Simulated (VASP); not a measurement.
## PbS: single point with PBE

The system is PbS.

```
Pb S
1.0
     2.10659   -6.26437    0.00000
     2.10659    6.26437    0.00000
     0.00000    0.00000    4.30045
Pb S
2 2
Direct
  0.86368 0.13632 0.75000
  0.13632 0.86368 0.25000
  0.64773 0.35227 0.75000
  0.35227 0.64773 0.25000
```

* Program: VASP 6.6.1
* Task: single point
* Functional: PBE
* Potentials or basis: VASP PAW PBE potentials, release 64 (Pb_d, S)
* Cutoff: 520 eV
* k mesh: 8 × 8 × 6
* Occupations: gaussian, width 0.02 eV
* Spin: no spin polarisation

```json
{"Pressure": "-0.5 GPa", "Band gap on the k mesh": "1.31 eV (least direct gap 1.55 eV)"}
```

Levels at points of the mesh, in eV from the valence-band top:
```tsv
k point	band 16	band 17	band 18	band 19	band 20	band 21	band 22	band 23	band 24	band 25
(0.00, 0.00, 0.00)	-2.61	-2.24	-1.43	-1.32	-0.33	4.70	4.85	5.00	5.40	5.68
(0.50, 0.00, 0.00)	-1.79	-1.12	-1.01	-0.22	-0.20	1.83	2.01	2.54	2.94	3.18
(0.50, 0.50, 0.00)	-2.41	-2.03	-1.57	-1.20	-0.36	1.31	4.72	4.99	5.12	5.51
(0.00, 0.00, 0.50)	-2.34	-0.96	-0.96	-0.03	-0.03	1.93	1.93	2.93	2.93	4.73
(0.50, 0.00, 0.50)	-4.02	-2.79	-2.79	-1.33	-1.33	3.59	3.59	5.28	5.28	6.26
(0.50, 0.50, 0.50)	-1.21	-1.03	-1.03	-0.27	-0.27	1.73	1.73	3.21	3.21	3.43
```

Run time: 5.5 min on 1 thread of Intel Xeon 8259CL, on a shared host, peak memory 0.41 GiB.

Caveat: spin-orbit coupling is left out, which moves the levels of the heavy elements. A k mesh can miss the band edges.
